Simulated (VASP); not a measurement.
# Fe (Im-3m) in VASP: notebook

The runs below take Fe through single point, relaxation of volume and atoms at fixed shape, with LDA.

All numbers are computed with VASP 6.6.1; they aren't measurements. Logs are shortened: lines on timing, memory, paths and dates and some standing lists are left out, and cuts for length are marked.

## 1. The cell of the first run

Symmetry: Im-3m, No. 229, cubic system. Conventional cell: a = 2.749 Å, b = 2.749 Å, c = 2.749 Å, α = 90.00°, β = 90.00°, γ = 90.00°. Fe (site symmetry m-3m) has 14 Fe at 2.38 to 2.75 Å within 3.1 Å.

## 2. Single point, LDA, collinear spin, ferromagnetic start

Contents of INCAR:

```
ALGO = Normal ; EDIFF = 1E-6
ENCUT = 520 ; GGA = CA
ISIF = 2 ; ISMEAR = -1
ISPIN = 2 ; LASPH = T
LCHARG = F ; LMAXMIX = 4
LORBIT = 11 ; LREAL = F
LWAVE = F ; MAGMOM = 3.5
NBANDS = 14 ; NELM = 150
PREC = Accurate ; SIGMA = 0.05
```

Contents of KPOINTS:

```
k-points
0
Gamma
  12 12 12
```

Contents of POSCAR:

```
Fe
1.0
   -1.3744547120      1.3744547120      1.3744547120
    1.3744547120     -1.3744547120      1.3744547120
    1.3744547120      1.3744547120     -1.3744547120
Fe
1
Direct
    0.0000000000      0.0000000000      0.0000000000
```

Potentials or basis: VASP PAW LDA potentials, release 64 (Fe).

On the command line:

```console
> cat potpaw_LDA.64/Fe/POTCAR > POTCAR
> mpirun -np 1 vasp_std > vasp.out
```

OUTCAR:

```text
EDIFF = 1E-6
   ENCUT = 520
   GGA = CA
   ISIF = 2
   ISMEAR = -1
   ISPIN = 2
   LASPH = T
   LORBIT = 11
   LREAL = F
   NELM = 150
   PREC = Accurate

 ion  position               nearest neighbor table
   1  0.000  0.000  0.000-

  LATTYP: Found a body centered cubic cell.
 ALAT       =     2.7489094240

  Lattice vectors:

 A1 = (  -1.3744547120,   1.3744547120,   1.3744547120)
 A2 = (   1.3744547120,  -1.3744547120,   1.3744547120)
 A3 = (   1.3744547120,   1.3744547120,  -1.3744547120)

Analysis of symmetry for initial positions (statically):
=====================================================================
 Subroutine PRICEL returns:
 Original cell was already a primitive cell.

 Routine SETGRP: Setting up the symmetry group for a
 body centered cubic supercell.

 Subroutine GETGRP returns: Found 48 space group operations
 (whereof 48 operations were pure point group operations)
 out of a pool of 48 trial point group operations.

The static configuration has the point symmetry O_h .

Analysis of symmetry for dynamics (positions and initial velocities):
=====================================================================
 Subroutine PRICEL returns:
 Original cell was already a primitive cell.

 Routine SETGRP: Setting up the symmetry group for a
 body centered cubic supercell.

 Subroutine GETGRP returns: Found 48 space group operations
 (whereof 48 operations were pure point group operations)
 out of a pool of 48 trial point group operations.

The dynamic configuration has the point symmetry O_h .

Analysis of structural, dynamic, and magnetic symmetry:
=====================================================================
 Subroutine PRICEL returns:
 Original cell was already a primitive cell.

 Routine SETGRP: Setting up the symmetry group for a
 body centered cubic supercell.

 Subroutine GETGRP returns: Found 48 space group operations
 (whereof 48 operations were pure point group operations)
 out of a pool of 48 trial point group operations.

The overall configuration has the point symmetry O_h .

 Subroutine INISYM returns: Found 48 space group operations
 (whereof 48 operations are pure point group operations),
 and found     1 'primitive' translations

----------------------------------------------------------------------------------------

                                     Primitive cell

  volume of cell :      10.3861

  direct lattice vectors                    reciprocal lattice vectors
    -1.374454712  1.374454712  1.374454712     0.000000000  0.363780629  0.363780629
     1.374454712 -1.374454712  1.374454712     0.363780629  0.000000000  0.363780629
     1.374454712  1.374454712 -1.374454712     0.363780629  0.363780629  0.000000000

  length of vectors
     2.380625394  2.380625394  2.380625394     0.514463500  0.514463500  0.514463500

  position of ions in fractional coordinates (direct lattice)
     0.000000000  0.000000000  0.000000000

  ion indices of the primitive-cell ions
   primitive index   ion index
                 1           1

----------------------------------------------------------------------------------------

 KPOINTS: k-points

Automatic generation of k-mesh.
 Grid dimensions read from file:
 generate k-points for:   12   12   12

 Generating k-lattice:

  Cartesian coordinates                     Fractional coordinates (reciprocal lattice)
     0.000000000  0.030315052  0.030315052     0.083333333  0.000000000  0.000000000
     0.030315052  0.000000000  0.030315052     0.000000000  0.083333333  0.000000000
     0.030315052  0.030315052  0.000000000     0.000000000  0.000000000  0.083333333

  Length of vectors
     0.042871958  0.042871958  0.042871958

  Shift w.r.t. Gamma in fractional coordinates (k-lattice)
     0.000000000  0.000000000  0.000000000

 Subroutine IBZKPT returns following result:
 ===========================================

 Found     72 irreducible k-points:

 Following reciprocal coordinates:
            Coordinates               Weight
  0.000000  0.000000  0.000000      1.000000
  0.083333  0.000000  0.000000     12.000000
  0.166667  0.000000  0.000000     12.000000
  0.250000  0.000000  0.000000     12.000000
  0.333333  0.000000  0.000000     12.000000
  0.416667  0.000000  0.000000     12.000000
[... 16 lines left out ...]
  0.333333  0.083333  0.083333     24.000000
  0.416667  0.083333  0.083333     12.000000
 [... further k-points ...]
   k-points           NKPTS =     72   k-points in BZ     NKDIM =     72   number of bands    NBANDS=     14
   number of dos      NEDOS =    301   number of ions     NIONS =      1
   total plane-waves  NPLWV =   5832
   dimension x,y,z NGX =    18 NGY =   18 NGZ =   18
   dimension x,y,z NGXF=    36 NGYF=   36 NGZF=   36
   ions per type =               1
   NGX,Y,Z   is equivalent  to a cutoff of  12.57, 12.57, 12.57 a.u.
   NGXF,Y,Z  is equivalent  to a cutoff of  25.14, 25.14, 25.14 a.u.
 SYSTEM =  unknown system
   PREC   = accura    normal or accurate (medium, high low for compatibility)
   ISTART =      0    job   : 0-new  1-cont  2-samecut
   ICHARG =      2    charge: 1-file 2-atom 10-const
   ISPIN  =      2    spin polarized calculation?
   LNONCOLLINEAR =      F non collinear calculations
   LSORBIT =      F    spin-orbit coupling
   LASPH  =      T    aspherical Exc in radial PAW
   ENCUT  =  520.0 eV  38.22 Ry    6.18 a.u.   4.43  4.43  4.43*2*pi/ulx,y,z
   NELM   =    150;   NELMIN=  2; NELMDL= -5     # of ELM steps
   EDIFF  = 0.1E-05   stopping-criterion for ELM
   LREAL  =      F    real-space projection
   EDIFFG = 0.1E-04   stopping-criterion for IOM
   NSW    =      0    number of steps for IOM
   IBRION =     -1    ionic relax: 0-MD 1-quasi-New 2-CG
   NFREE  =      0    steps in history (QN), initial steepest desc. (CG)
   ISIF   =      2    stress and relaxation
   ISYM   =      2    0-nonsym 1-usesym 2-fastsym
   POTIM  = 0.5000    time-step for ionic-motion
   TEBEG  =    0.0;   TEEND  =   0.0 temperature during run
   PSTRESS=    0.0 pullay stress
   NELECT =       8.0000    total number of electrons
   NUPDOWN=      -1.0000    fix difference up-down
   EMIN   =  10.00;   EMAX   =-10.00  energy-range for DOS
   EFERMI =   0.00;   METHOD = LEGACY
   ISMEAR =    -1;   SIGMA  =   0.05  broadening in eV -4-tet -1-fermi 0-gaus
   EFERMI_NEDOS =   21; number of points for ismear=-14 and -15
   IALGO  =     38    algorithm
   IMIX   =      4    mixing-type and parameters
     AMIX     =   0.40;   BMIX     =  1.00
     AMIX_MAG =   1.60;   BMIX_MAG =  1.00
  volume/ion in A,a.u.               =      10.39        70.09
  Fermi-wavevector in a.u.,A,eV,Ry     =   1.500679  2.835872 30.640819  2.252037
  Thomas-Fermi vector in A             =   2.612148
   LORBIT       =     11    0 simple, 1 ext, 2 COOP (PROOUT), +10 PAW based schemes
   GGA     = CA    functional components
   LHFCALC =     F    Hartree Fock is set to
   AEXX    =    0.0000 exact exchange contribution
   IVDW    =     0    specifies the selected vdW correction
   LEPSILON=     F    determine dielectric tensor
   LRPA    =     F    only Hartree local field effects (RPA)
 spin polarized calculation
  energy-cutoff  :      520.00
  volume of cell :       10.39
 maximum number of plane-waves:       321
 NGX is ok and might be reduce to    18
   NGX =  9   NGY =  9   NGZ =  9

 number of electron       7.9999992 magnetization       1.9516860

 Free energy of the ion-electron system (eV)
  ---------------------------------------------------
  ext. energy  EPLUGINS =         0.00000000
  ---------------------------------------------------
  free energy    TOTEN  =        -9.23235236 eV

  energy without entropy =       -9.22430420  energy(sigma->0) =       -9.22832828

 E-fermi :   6.6551     XC(G=0): -13.9312

 val. band max:        6.6497105409   @ k =  -0.4167  -0.4167   0.0833
 cond. band min:       6.6652022111   @ k =  -0.3333   0.5000   0.1667
 fundamental gap:      0.0154916702
 Fermi energy:         6.6551353328

 spin component 1

 k-point     1 :       0.0000    0.0000    0.0000
  band No.  band energies     occupation
      1      -2.3796      1.00000
      2       4.2205      1.00000
      3       4.2205      1.00000
      4       4.2205      1.00000
      5       5.7690      1.00000
      6       5.7690      1.00000
      7      32.4186      0.00000
      8      32.4186      0.00000
      9      32.4186      0.00000
     10      38.1710      0.00000
     11      38.1710      0.00000
     12      40.8611      0.00000
     13      40.8611      0.00000
     14      40.8611      0.00000
[... 375 lines left out ...]
 k-point    24 :       0.4167    0.0833    0.0833
  band No.  band energies     occupation
      1       1.6629      1.00000
      2       2.9000      1.00000
      3       5.2562      1.00000
      4       5.8704      1.00000
      5       6.0133      1.00000
      6       9.7061      0.00000
      7      14.9543      0.00000
      8      23.2459      0.00000
      9      25.0215      0.00000
     10      34.5399      0.00000
     11      39.4515      0.00000
     12      43.2014      0.00000
     13      47.3468      0.00000
     14      49.6529      0.00000

 [... further k-points ...]

 spin component 2

 k-point     1 :       0.0000    0.0000    0.0000
  band No.  band energies     occupation
      1      -2.0041      1.00000
      2       5.8004      1.00000
      3       5.8004      1.00000
      4       5.8005      1.00000
      5       7.8692      0.00000
      6       7.8692      0.00000
      7      32.5944      0.00000
      8      32.5944      0.00000
      9      32.5944      0.00000
     10      38.6504      0.00000
     11      38.6504      0.00000
     12      41.6402      0.00000
     13      41.6402      0.00000
     14      41.6402      0.00000
[... 375 lines left out ...]
 k-point    24 :       0.4167    0.0833    0.0833
  band No.  band energies     occupation
      1       2.8044      1.00000
      2       4.2959      1.00000
      3       6.2524      0.99968
      4       7.8796      0.00000
      5       8.1696      0.00000
      6      10.9184      0.00000
      7      16.1238      0.00000
      8      23.8169      0.00000
      9      25.6549      0.00000
     10      35.0265      0.00000
     11      40.1374      0.00000
     12      43.5289      0.00000
     13      47.7026      0.00000
     14      50.4895      0.00000

 [... further k-points ...]
[... 5 lines left out ...]
  --------------------------------------------------------------------------------------
  -------------------------------------------------------------------------------------
  Total       -0.0416557     -0.0416557     -0.0416557     -0.0000000      0.0000000      0.0000000
  in kB       -6.4258938     -6.4258938     -6.4258938     -0.0000000      0.0000000      0.0000000
  external PRESSURE =      -6.4258938 kB  Pullay stress =       0.0000000 kB

 VOLUME and BASIS-vectors are now :
 -----------------------------------------------------------------------------
  energy-cutoff  :      520.00
  volume of cell :       10.39
      direct lattice vectors                 reciprocal lattice vectors
    -1.374454712  1.374454712  1.374454712     0.000000000  0.363780629  0.363780629
     1.374454712 -1.374454712  1.374454712     0.363780629  0.000000000  0.363780629
     1.374454712  1.374454712 -1.374454712     0.363780629  0.363780629  0.000000000

 POSITION                                       TOTAL-FORCE (eV/Angst)
 -----------------------------------------------------------------------------------
      0.00000      0.00000      0.00000         0.000000      0.000000     -0.000000
 -----------------------------------------------------------------------------------
    total drift:                                0.000000     -0.000000      0.000000

  FREE ENERGIE OF THE ION-ELECTRON SYSTEM (eV)
  ---------------------------------------------------
  free  energy   TOTEN  =        -9.2323523614 eV

  energy  without entropy=       -9.2243042039  energy(sigma->0) =       -9.22832828

 total charge

# of ion       s       p       d       tot
------------------------------------------
    1        0.528   0.619   6.332   7.479

 magnetization (x)

# of ion       s       p       d       tot
------------------------------------------
    1       -0.008  -0.033   1.959   1.919
```

It took 48 s on 1 thread of AMD EPYC, shared host; peak memory 0.1 GiB.

Results:

| Quantity | Value |
| --- | --- |
| Free energy | -9.2324 eV |
| Pressure | -0.6 GPa |
| Net moment | 1.95 μB per cell |
| Site moments | Fe +1.92 μB |
| Valence electrons inside the program's atomic spheres | Fe 7.48 |

[end of part 1 of 2]
